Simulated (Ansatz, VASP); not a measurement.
## SrO: VASP beside Ansatz

```xyz
2
Lattice="0.0000 2.5698 2.5698 2.5698 0.0000 2.5698 2.5698 2.5698 0.0000" Properties=species:S:1:pos:R:3 pbc="T T T"
Sr   -0.1500    0.0000    0.0000
O     2.5698    2.5698    2.5698
```

Alike in both runs: task single point; functional LDA; k mesh 8 × 8 × 8; occupations gaussian, width 0.05 eV; no spin polarisation.

|  | VASP | Ansatz |
| --- | --- | --- |
| version | VASP 6.6.1 | Ansatz 0.2.0 |
| potentials or method | VASP PAW LDA potentials, release 64 (Sr_sv, O), cutoff 600 eV | scalar-relativistic, plane waves, PAW |
| valence electrons in the cell | 16 | 16 |

|  | VASP | Ansatz | Ansatz less VASP |
| --- | --- | --- | --- |
| gap on the k mesh at the Fermi level (eV) | 3.15 | 3.21 | +0.056 |
| least direct gap on the mesh (eV) | 3.20 | 3.25 | +0.048 |
| pressure (GPa) | -3.0 | -3.6 | -0.62 |
| traceless stress, the component that is largest in VASP (GPa) | 1.72 | 1.61 | -0.110 |
| rms of the force components (eV/Å) | 0.203 | 0.188 | -0.0152 |

LDA's correlation is that of Perdew and Zunger in VASP and of Perdew and Wang (1992) in Ansatz. Atom by atom the forces differ by 0.015 eV/Å (rms over components).
